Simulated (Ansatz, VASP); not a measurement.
**Two plane-wave programs on BaTiO3**

```xyz
10
Lattice="3.9604 3.9604 0.0000 0.0000 3.9604 3.9836 3.9604 0.0000 3.9836" Properties=species:S:1:pos:R:3 pbc="T T T"
Ba    0.0000    0.0000    0.0000
Ba    3.9604    3.9604    3.9836
Ti    1.9802    1.9802    2.0001
Ti    5.9406    5.9406    5.9837
O     1.9802    1.9802    3.9226
O     5.9406    5.9406    7.9062
O     1.9802    3.9604    2.0436
O     5.9406    3.9604    2.0436
O     3.9604    1.9802    2.0436
O     3.9604    5.9406    2.0436
```

Alike in both runs: task single point; functional r2SCAN; k mesh 5 × 5 × 5; collinear spin.

|  | VASP | Ansatz |
| --- | --- | --- |
| version | VASP 6.6.1 | Ansatz 0.2.0 |
| potentials or method | VASP PAW PBE potentials, release 64 (Ba_sv, Ti_sv, O), cutoff 520 eV | PAW plane waves |
| occupations | fermi-dirac, width 0.1 eV | fermi-dirac |
| valence electrons in the cell | 80 | 80 |

|  | VASP | Ansatz | Ansatz less VASP |
| --- | --- | --- | --- |
| pressure (GPa) | 6.3 | 4.2 | -2.09 |
| traceless stress, the component that is largest in VASP (GPa) | -0.56 | -0.56 | +0.002 |
| rms of the force components (eV/Å) | 0.341 | 0.332 | -0.0090 |

VASP's potentials were made for PBE, not for r2SCAN. Atom by atom the forces differ by 0.025 eV/Å (rms over components). Ansatz's warnings: no starting moments.

Spin-orbit coupling is off throughout.
